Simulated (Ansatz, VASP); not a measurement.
## Two plane-wave programs on W

POSCAR

```
W
1.0
    4.7117391293      0.0000000000      0.0000000000
   -2.3558695647      4.0804857820      0.0000000000
    0.0000000000      0.0000000000      2.8885009445
W
3
Direct
    0.0000000000      0.0000000000      0.0000000000
    0.3333333333      0.6666666667      0.5000000000
    0.6666666667      0.3333333333      0.5000000000
```

The input INCAR.step1:

```
SYSTEM = W
PREC = Accurate
ENCUT = 600
ISMEAR = 0
SIGMA = 0.1
LREAL = .FALSE.
LASPH = .TRUE.
NELM = 80
GGA = PE
ALGO = Normal
EDIFF = 1E-4
LWAVE = .TRUE.
LCHARG = .FALSE.
```

The input INCAR.step2:

```
SYSTEM = W
PREC = Accurate
ENCUT = 600
EDIFF = 1E-6
ISMEAR = 0
SIGMA = 0.1
LREAL = .FALSE.
LASPH = .TRUE.
NELM = 80
ALGO = Normal
ISIF = 3
LWAVE = .FALSE.
LCHARG = .FALSE.
METAGGA = R2SCAN
LMIXTAU = .TRUE.
IBRION = 2
NSW = 90
EDIFFG = -0.04
ISTART = 1
```

File KPOINTS:

```
regular mesh
0
G
  6 6 6
  0 0 0
```

Input for Ansatz:

```yaml
crystal:
  lattice:
    - [4.7117391293, 0.0, 0.0]
    - [-2.3558695647, 4.080485782, 0.0]
    - [0.0, 0.0, 2.8885009445]
  atoms:
    - { symbol: W, position: [0.0, 0.0, 0.0] }
    - { symbol: W, position: [0.3333333333, 0.6666666667, 0.5] }
    - { symbol: W, position: [0.6666666667, 0.3333333333, 0.5] }
basis:
  ecutwfc: 500
kpoints:
  mp_grid: { grid: [6, 6, 6] }
hamiltonian:
  xc: r2scan
scf:
  occupations: { method: gaussian, width: 0.1 }
  lower_state_search: "off"
output:
  forces: true
  stress: true
  eigenvalues: true
relax:
  adjacent_minimum: "off"
  f_tol: 0.04
  max_steps: 70
  cell: { stress_tol: 0.4 }
```

Alike in both runs: task relaxation of cell and atoms; functional r2SCAN; k mesh 6 × 6 × 6; occupations gaussian, width 0.1 eV; no spin polarisation.

|  | VASP | Ansatz |
| --- | --- | --- |
| version | VASP 6.6.1 | Ansatz 0.2.0 |
| potentials or method | VASP PAW PBE potentials, release 64 (W_sv), cutoff 600 eV | scalar-relativistic, plane waves, PAW |
| valence electrons in the cell | 42 | 42 |

Ansatz gave:

```
gap on the k mesh at the Fermi level, each at its own relaxed structure (eV) : none
relaxed volume (Å³/atom)                                                     : 16.27
relaxed cell length with the largest relative difference (Å)                 : 2.565
```

**Question.** Which values does VASP return?

**Answer.** gap on the k mesh at the Fermi level, each at its own relaxed structure (eV): none; relaxed volume (Å³/atom): 16.35; relaxed cell length with the largest relative difference (Å): 2.574.

VASP's potentials were made for PBE, not for r2SCAN. A gap of «none» marks a metal or a gap that the smearing closes.

The k mesh is coarse, so the values compare programs but aren't converged. Spin-orbit coupling is off throughout.
